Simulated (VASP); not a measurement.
# Si (Fd-3m) in VASP: a series of runs, part 2 of 2

VASP 6.6.1. The steps go on from the part before.

## Step 5: Single point, PBEsol

This run uses another cell than the first one, of 19.10 Å³/atom, 1.113 times its volume.

The input, INCAR:

```
  PREC = Accurate
  ENCUT = 520
  EDIFF = 1E-6
  ISMEAR = -1
  SIGMA = 0.05
  LREAL = False
  LASPH = True
  NELM = 80
  ALGO = Normal
  ISIF = 2
  LWAVE = False
  LCHARG = False
  GGA = PS
  NBANDS = 11
```

The input, KPOINTS:

```
regular mesh
0
Gamma
  8 8 8
```

The input, POSCAR:

```
Si
1.0
    0.0000000000      2.6730861871      2.6730861871
    2.6730861871      0.0000000000      2.6730861871
    2.6730861871      2.6730861871      0.0000000000
Si
2
Direct
    0.5000000000      0.5000000000      0.5000000000
    0.7500000000      0.7500000000      0.7500000000
```

Potentials or basis: VASP PAW PBE potentials, release 64 (Si).

Started as:

```sh
cat potpaw_PBE.64/Si/POTCAR > POTCAR
mpirun -np 1 vasp_std > vasp.out
```

OUTCAR:

```text
PREC = Accurate
   ENCUT = 520
   EDIFF = 1E-6
   ISMEAR = -1
   LREAL = False
   LASPH = True
   NELM = 80
   ISIF = 2
   GGA = PS

 ion  position               nearest neighbor table
   1  0.500  0.500  0.500-   2 2.31   2 2.31   2 2.31   2 2.31
   2  0.750  0.750  0.750-   1 2.31   1 2.31   1 2.31   1 2.31

  LATTYP: Found a face centered cubic cell.
 ALAT       =     5.3461723742

  Lattice vectors:

 A1 = (   0.0000000000,   2.6730861871,   2.6730861871)
 A2 = (   2.6730861871,   0.0000000000,   2.6730861871)
 A3 = (   2.6730861871,   2.6730861871,   0.0000000000)

Analysis of symmetry for initial positions (statically):
=====================================================================
 Subroutine PRICEL returns:
 Original cell was already a primitive cell.

 Routine SETGRP: Setting up the symmetry group for a
 face centered cubic supercell.

 Subroutine GETGRP returns: Found 48 space group operations
 (whereof 24 operations were pure point group operations)
 out of a pool of 48 trial point group operations.

The static configuration has the point symmetry T_d .
 The point group associated with its full space group is O_h .

Analysis of symmetry for dynamics (positions and initial velocities):
=====================================================================
 Subroutine PRICEL returns:
 Original cell was already a primitive cell.

 Routine SETGRP: Setting up the symmetry group for a
 face centered cubic supercell.

 Subroutine GETGRP returns: Found 48 space group operations
 (whereof 24 operations were pure point group operations)
 out of a pool of 48 trial point group operations.

The dynamic configuration has the point symmetry T_d .
 The point group associated with its full space group is O_h .

 Subroutine INISYM returns: Found 48 space group operations
 (whereof 24 operations are pure point group operations),
 and found     1 'primitive' translations

[... 112 lines left out ...]
   IMIX   =      4    mixing-type and parameters
     AMIX     =   0.40;   BMIX     =  1.00
     AMIX_MAG =   1.60;   BMIX_MAG =  1.00
  volume/ion in A,a.u.               =      19.10       128.89
  Fermi-wavevector in a.u.,A,eV,Ry     =   0.972184  1.837162 12.859438  0.945142
  Thomas-Fermi vector in A             =   2.102462
   LORBIT       =      0    0 simple, 1 ext, 2 COOP (PROOUT), +10 PAW based schemes
   GGA     = PS    functional components
   LHFCALC =     F    Hartree Fock is set to
   AEXX    =    0.0000 exact exchange contribution
   IVDW    =     0    specifies the selected vdW correction
   LEPSILON=     F    determine dielectric tensor
   LRPA    =     F    only Hartree local field effects (RPA)
 non-spin polarized calculation
  energy-cutoff  :      520.00
  volume of cell :       38.20
 maximum number of plane-waves:      1056
   NGX = 13   NGY = 13   NGZ = 13

 number of electron       8.0000000 magnetization

 Free energy of the ion-electron system (eV)
  ---------------------------------------------------
  ext. energy  EPLUGINS =         0.00000000
  ---------------------------------------------------
  free energy    TOTEN  =       -11.45868977 eV

  energy without entropy =      -11.45854108  energy(sigma->0) =      -11.45861543

 E-fermi :   6.4669     XC(G=0):  -9.7345

 val. band max:        6.2786817107   @ k =   0.0000   0.0000   0.0000
 cond. band min:       6.7015283369   @ k =   0.3750   0.3750   0.0000
 fundamental gap:      0.4228466262
 Fermi energy:         6.4669327524

 k-point     1 :       0.0000    0.0000    0.0000
  band No.  band energies     occupation
      1      -6.0438      2.00000
      2       6.2787      1.95471
      3       6.2787      1.95471
      4       6.2787      1.95471
      5       8.8126      0.00000
      6       8.8126      0.00000
      7       8.8126      0.00000
      8      10.1484      0.00000
      9      13.9901      0.00000
     10      13.9901      0.00000
     11      14.1836      0.00000
[... 309 lines left out ...]
 k-point    24 :      -0.3750    0.2500    0.1250
  band No.  band energies     occupation
      1      -3.0112      2.00000
      2      -0.7208      2.00000
      3       2.6561      2.00000
      4       3.9869      2.00000
      5       9.2796      0.00000
      6       9.3732      0.00000
      7      12.2752      0.00000
      8      13.4474      0.00000
      9      13.8065      0.00000
     10      16.9243      0.00000
     11      18.2451      0.00000

 [... further k-points ...]
[... 5 lines left out ...]
  --------------------------------------------------------------------------------------
  -------------------------------------------------------------------------------------
  Total        1.2413735      1.2413735      1.2413735      0.0000000      0.0000000      0.0000000
  in kB       52.0647974     52.0647974     52.0647974      0.0000000      0.0000000      0.0000000
  external PRESSURE =      52.0647974 kB  Pullay stress =       0.0000000 kB

 VOLUME and BASIS-vectors are now :
 -----------------------------------------------------------------------------
  energy-cutoff  :      520.00
  volume of cell :       38.20
      direct lattice vectors                 reciprocal lattice vectors
     0.000000000  2.673086187  2.673086187    -0.187049711  0.187049711  0.187049711
     2.673086187  0.000000000  2.673086187     0.187049711 -0.187049711  0.187049711
     2.673086187  2.673086187  0.000000000     0.187049711  0.187049711 -0.187049711

 POSITION                                       TOTAL-FORCE (eV/Angst)
 -----------------------------------------------------------------------------------
      2.67309      2.67309      2.67309         0.000000      0.000000      0.000000
      4.00963      4.00963      4.00963        -0.000000     -0.000000     -0.000000
 -----------------------------------------------------------------------------------
    total drift:                                0.000000      0.000000     -0.000000

  FREE ENERGIE OF THE ION-ELECTRON SYSTEM (eV)
  ---------------------------------------------------
  free  energy   TOTEN  =       -11.4586897713 eV

  energy  without entropy=      -11.4585410828  energy(sigma->0) =      -11.45861543
```

It took 8.2 s on 1 thread of Intel Xeon Platinum 8259CL at 2.50GHz (Skylake/Cascade Lake), shared host; peak memory 0.15 GiB.

What came out:

```yaml
Free_energy: -11.4587 eV
Pressure: 5.2 GPa
Band_gap_on_the_k_mesh: 0.42 eV, indirect (least direct gap 2.53 eV)
```

Caveat: the PAW data sets were made with another functional, which shifts forces and pressure a little. A k mesh can miss the band edges.

## Step 6: Relaxation of cell and atoms, PBEsol, target pressure 5 GPa, at which the enthalpy is minimised

This run uses another cell than the first one, of 20.16 Å³/atom, 1.175 times its volume.

The input, INCAR:

```
SYSTEM = Si
PREC = Accurate ; ENCUT = 600
EDIFF = 1E-7 ; ISMEAR = -1
SIGMA = 0.05 ; LREAL = .False.
LASPH = .True. ; NELM = 80
ALGO = Normal ; ISIF = 3
LWAVE = .False. ; LCHARG = .False.
GGA = PS ; IBRION = 2
NSW = 80 ; EDIFFG = -0.005
PSTRESS = 50.0
```

The input, KPOINTS:

```
regular mesh
0
Gamma
  8 8 8
  0 0 0
```

The input, POSCAR:

```
Si
1.0
    0.0000000000      2.7218511865      2.7218511865
    2.7218511865      0.0000000000      2.7218511865
    2.7218511865      2.7218511865      0.0000000000
Si
2
Direct
    0.5000000000      0.5000000000      0.5000000000
    0.7500000000      0.7500000000      0.7500000000
```

Potentials or basis: VASP PAW PBE potentials, release 64 (Si).

Started as:

```sh
cat potpaw_PBE.64/Si/POTCAR > POTCAR
mpirun -np 1 vasp_std > vasp.out
```

OUTCAR:

```text
SYSTEM = Si
   PREC = Accurate
   ENCUT = 600
   EDIFF = 1E-7
   ISMEAR = -1
   LREAL = .False.
   LASPH = .True.
   NELM = 80
   ISIF = 3
   GGA = PS
   IBRION = 2
   NSW = 80
   EDIFFG = -0.005
   PSTRESS = 50.0

 ion  position               nearest neighbor table
   1  0.500  0.500  0.500-   2 2.36   2 2.36   2 2.36   2 2.36
   2  0.750  0.750  0.750-   1 2.36   1 2.36   1 2.36   1 2.36

  LATTYP: Found a face centered cubic cell.
 ALAT       =     5.4437023730

  Lattice vectors:

 A1 = (   0.0000000000,   2.7218511865,   2.7218511865)
 A2 = (   2.7218511865,   0.0000000000,   2.7218511865)
 A3 = (   2.7218511865,   2.7218511865,   0.0000000000)

Analysis of symmetry for initial positions (statically):
=====================================================================
 Subroutine PRICEL returns:
 Original cell was already a primitive cell.

 Routine SETGRP: Setting up the symmetry group for a
 face centered cubic supercell.

 Subroutine GETGRP returns: Found 48 space group operations
 (whereof 24 operations were pure point group operations)
 out of a pool of 48 trial point group operations.

The static configuration has the point symmetry T_d .
 The point group associated with its full space group is O_h .

Analysis of symmetry for dynamics (positions and initial velocities):
=====================================================================
 Subroutine PRICEL returns:
 Original cell was already a primitive cell.

 Routine SETGRP: Setting up the symmetry group for a
 face centered cubic supercell.

 Subroutine GETGRP returns: Found 48 space group operations
 (whereof 24 operations were pure point group operations)
 out of a pool of 48 trial point group operations.

The dynamic configuration has the point symmetry T_d .
 The point group associated with its full space group is O_h .

 Subroutine INISYM returns: Found 48 space group operations
 (whereof 24 operations are pure point group operations),
 and found     1 'primitive' translations

----------------------------------------------------------------------------------------

                                     Primitive cell

  volume of cell :      40.3295

  direct lattice vectors                    reciprocal lattice vectors
     0.000000000  2.721851186  2.721851186    -0.183698507  0.183698507  0.183698507
     2.721851186  0.000000000  2.721851186     0.183698507 -0.183698507  0.183698507
     2.721851186  2.721851186  0.000000000     0.183698507  0.183698507 -0.183698507

  length of vectors
     3.849278863  3.849278863  3.849278863     0.318175148  0.318175148  0.318175148

  position of ions in fractional coordinates (direct lattice)
     0.500000000  0.500000000  0.500000000
     0.750000000  0.750000000  0.750000000

  ion indices of the primitive-cell ions
   primitive index   ion index
                 1           1
                 2           2

----------------------------------------------------------------------------------------

 KPOINTS: regular mesh

Automatic generation of k-mesh.
[... 25 lines left out ...]
  0.250000  0.000000  0.000000      8.000000
  0.375000  0.000000  0.000000      8.000000
  0.500000  0.000000  0.000000      4.000000
  0.125000  0.125000  0.000000      6.000000
[... 16 lines left out ...]
  0.500000  0.250000  0.125000     48.000000
 -0.375000  0.250000  0.125000     24.000000
 [... further k-points ...]
   k-points           NKPTS =     29   k-points in BZ     NKDIM =     29   number of bands    NBANDS=      8
   number of dos      NEDOS =    301   number of ions     NIONS =      2
   total plane-waves  NPLWV =  32768
   dimension x,y,z NGX =    32 NGY =   32 NGZ =   32
   dimension x,y,z NGXF=    64 NGYF=   64 NGZF=   64
   ions per type =               2
   NGX,Y,Z   is equivalent  to a cutoff of  13.82, 13.82, 13.82 a.u.
   NGXF,Y,Z  is equivalent  to a cutoff of  27.64, 27.64, 27.64 a.u.
 SYSTEM =  Si
   PREC   = accura    normal or accurate (medium, high low for compatibility)
   ISTART =      0    job   : 0-new  1-cont  2-samecut
   ICHARG =      2    charge: 1-file 2-atom 10-const
   ISPIN  =      1    spin polarized calculation?
   LNONCOLLINEAR =      F non collinear calculations
   LSORBIT =      F    spin-orbit coupling
   LASPH  =      T    aspherical Exc in radial PAW
   ENCUT  =  600.0 eV  44.10 Ry    6.64 a.u.   7.69  7.69  7.69*2*pi/ulx,y,z
   NELM   =     80;   NELMIN=  2; NELMDL= -5     # of ELM steps
   EDIFF  = 0.1E-06   stopping-criterion for ELM
   LREAL  =      F    real-space projection
   EDIFFG = -.5E-02   stopping-criterion for IOM
   NSW    =     80    number of steps for IOM
   IBRION =      2    ionic relax: 0-MD 1-quasi-New 2-CG
   NFREE  =      1    steps in history (QN), initial steepest desc. (CG)
   ISIF   =      3    stress and relaxation
   ISYM   =      2    0-nonsym 1-usesym 2-fastsym
   POTIM  = 0.5000    time-step for ionic-motion
   TEBEG  =    0.0;   TEEND  =   0.0 temperature during run
   PSTRESS=   50.0 pullay stress
   NELECT =       8.0000    total number of electrons
   NUPDOWN=      -1.0000    fix difference up-down
   EMIN   =  10.00;   EMAX   =-10.00  energy-range for DOS
   EFERMI =   0.00;   METHOD = LEGACY
   ISMEAR =    -1;   SIGMA  =   0.05  broadening in eV -4-tet -1-fermi 0-gaus
   EFERMI_NEDOS =   21; number of points for ismear=-14 and -15
   IALGO  =     38    algorithm
   IMIX   =      4    mixing-type and parameters
     AMIX     =   0.40;   BMIX     =  1.00
     AMIX_MAG =   1.60;   BMIX_MAG =  1.00
  volume/ion in A,a.u.               =      20.16       136.08
  Fermi-wavevector in a.u.,A,eV,Ry     =   0.954766  1.804247 12.402783  0.911579
  Thomas-Fermi vector in A             =   2.083543
   LORBIT       =      0    0 simple, 1 ext, 2 COOP (PROOUT), +10 PAW based schemes
   GGA     = PS    functional components
   LHFCALC =     F    Hartree Fock is set to
   AEXX    =    0.0000 exact exchange contribution
   IVDW    =     0    specifies the selected vdW correction
   LEPSILON=     F    determine dielectric tensor
   LRPA    =     F    only Hartree local field effects (RPA)
 conjugate gradient relaxation of ions
 non-spin polarized calculation
  energy-cutoff  :      600.00
  volume of cell :       40.33
 maximum number of plane-waves:      1365
   NGX = 15   NGY = 15   NGZ = 15

--------------------------------------- Ionic step        1  -------------------------------------------

 number of electron       8.0000000 magnetization

 Free energy of the ion-electron system (eV)
  ---------------------------------------------------
  ext. energy  EPLUGINS =         0.00000000
  ---------------------------------------------------
  free energy    TOTEN  =       -11.48888789 eV

  energy without entropy =      -11.48881993  energy(sigma->0) =      -11.48885391

------------------------ aborting loop because EDIFF is reached ----------------------------------------

  FORCE on cell =-STRESS in cart. coord.  units (eV):
  Direction    XX          YY          ZZ          XY          YZ          ZX
  --------------------------------------------------------------------------------------
  -------------------------------------------------------------------------------------
  Total       -0.1002928     -0.1002928     -0.1002928      0.0000000      0.0000000      0.0000000
  in kB       -3.9843483     -3.9843483     -3.9843483      0.0000000      0.0000000      0.0000000
  external PRESSURE =     -53.9843483 kB  Pullay stress =      50.0000000 kB
[... 63 lines left out ...]
--------------------------------------- Ionic step        3  -------------------------------------------

 number of electron       8.0000000 magnetization

 Free energy of the ion-electron system (eV)
  ---------------------------------------------------
  ext. energy  EPLUGINS =         0.00000000
  ---------------------------------------------------
  free energy    TOTEN  =       -11.46129078 eV

  energy without entropy =      -11.46114679  energy(sigma->0) =      -11.46121879

 E-fermi :   6.4464     XC(G=0):  -9.7261

 val. band max:        6.2561901963   @ k =   0.0000   0.0000   0.0000
 cond. band min:       6.6828368977   @ k =   0.3750   0.3750   0.0000
 fundamental gap:      0.4266467014
 Fermi energy:         6.4464459560

 k-point     1 :       0.0000    0.0000    0.0000
  band No.  band energies     occupation
      1      -6.0509      2.00000
      2       6.2562      1.95646
      3       6.2562      1.95646
      4       6.2562      1.95646
      5       8.7893      0.00000
      6       8.7893      0.00000
      7       8.7893      0.00000
      8      10.1009      0.00000
[... 243 lines left out ...]
 k-point    24 :      -0.3750    0.2500    0.1250
  band No.  band energies     occupation
      1      -3.0248      2.00000
      2      -0.7346      2.00000
      3       2.6397      2.00000
      4       3.9694      2.00000
      5       9.2589      0.00000
      6       9.3467      0.00000
      7      12.2468      0.00000
      8      13.4185      0.00000

 [... further k-points ...]
[... 5 lines left out ...]
  --------------------------------------------------------------------------------------
  -------------------------------------------------------------------------------------
  Total        1.1858136      1.1858136      1.1858136      0.0000000      0.0000000      0.0000000
  in kB       49.6282234     49.6282234     49.6282234      0.0000000      0.0000000      0.0000000
  external PRESSURE =      -0.3717766 kB  Pullay stress =      50.0000000 kB
[... 21 lines left out ...]
  energy  without entropy=      -11.4611467936  energy(sigma->0) =      -11.46121879

  enthalpy is  TOTEN    =       -10.2665940152 eV   P V=        1.1946967652

 reached required accuracy - stopping structural energy minimisation
```

CONTCAR:

```text
Si
   1.00000000000000
     0.0000000000000000    2.6749936580786127    2.6749936580786127
     2.6749936580786127    0.0000000000000000    2.6749936580786127
     2.6749936580786127    2.6749936580786127    0.0000000000000000
  Si
     2
Direct
     0.5000000000000000    0.5000000000000000    0.5000000000000000
     0.7500000000000000    0.7500000000000000    0.7500000000000000

  0.00000000E+00  0.00000000E+00  0.00000000E+00
  0.00000000E+00  0.00000000E+00  0.00000000E+00
```

Wall time 18 s (1 thread of Intel Xeon Platinum 8259CL at 2.50GHz (Skylake/Cascade Lake), shared host); peak memory 0.17 GiB.

Results:

| Quantity | Value |
| --- | --- |
| Free energy | -11.4613 eV |
| Relaxed volume | 19.14 Å³/atom |
| Relaxed cell | a = 3.783 Å, b = 3.783 Å, c = 3.783 Å, α = 60.00°, β = 60.00°, γ = 60.00° |
| Space group after relaxing (to 0.05 Å) | Fd-3m (No. 227) |
| Energy change on relaxing (the enthalpy is what falls) | +13.8 meV/atom |
| Ionic steps | 3 |
| Pressure after relaxing | 5.0 GPa |
| Band gap on the k mesh | 0.43 eV, indirect (least direct gap 2.53 eV) |

Step by step:
```tsv
step	energy change (eV)	largest force (eV/Å)	pressure (GPa)	volume (Å³)
1	0.0000	0.0000	-0.40	40.33
2	0.1153	0.0000	10.97	36.49
3	0.0276	0.0000	4.96	38.28
```

Final structure:
```
Si
1.0
     0.00000    2.67499    2.67499
     2.67499    0.00000    2.67499
     2.67499    2.67499    0.00000
Si
2
Direct
  0.50000 0.50000 0.50000
  0.75000 0.75000 0.75000
```

Levels at points of the mesh, in eV from the valence-band top:
| k point | band 1 | band 2 | band 3 | band 4 | band 5 | band 6 | band 7 | band 8 |
| --- | --- | --- | --- | --- | --- | --- | --- | --- |
| (0.00, 0.00, 0.00) | -12.31 | 0.00 | 0.00 | 0.00 | 2.53 | 2.53 | 2.53 | 3.84 |
| (0.50, 0.00, 0.00) | -9.84 | -7.24 | -1.24 | -1.24 | 1.62 | 3.25 | 3.25 | 7.57 |
| (0.50, 0.50, 0.00) | -7.98 | -7.98 | -2.99 | -2.99 | 0.50 | 0.50 | 10.45 | 10.45 |

Caveat: the cell is relaxed towards a set pressure, so the enthalpy falls and the energy may rise; the PAW data sets were made with another functional, which shifts forces and pressure a little. A hybrid or GW would open this gap; PBEsol tends to underestimate it.

## Step 7: Overview

| task | cell | cutoff (eV) | gap on the mesh (eV) | pressure (GPa) |
| --- | --- | --- | --- | --- |
| single point | a = 3.648 Å, angles 60.0°, 2 atoms | 520 | 0.22 | 20.3 |
| single point | a = 3.583 Å, angles 60.0°, 2 atoms | 520 | 0.10 | 30.4 |
| single point | a = 3.730 Å, angles 60.0°, 2 atoms | 520 | 0.35 | 10.2 |
| single point | a = 3.780 Å, angles 60.0°, 2 atoms | 520 | 0.42 | 5.2 |
| relaxation of cell and atoms | relaxed to 5 GPa from a = 3.849 Å, angles 60.0°, 2 atoms | 600 | 0.43 | 5.0 |

Alike in all rows: level PBEsol; potentials or basis VASP PAW PBE potentials, release 64 (Si); no spin polarisation; k mesh 8 × 8 × 8; smearing fermi-dirac 0.05 eV.

Caveats: the PAW data sets were made with another functional, which shifts forces and pressure a little; the cell is relaxed towards a set pressure, so the enthalpy falls and the energy may rise (some runs).

Total energies depend on the potentials used, so only differences within one code and one set of settings carry meaning.
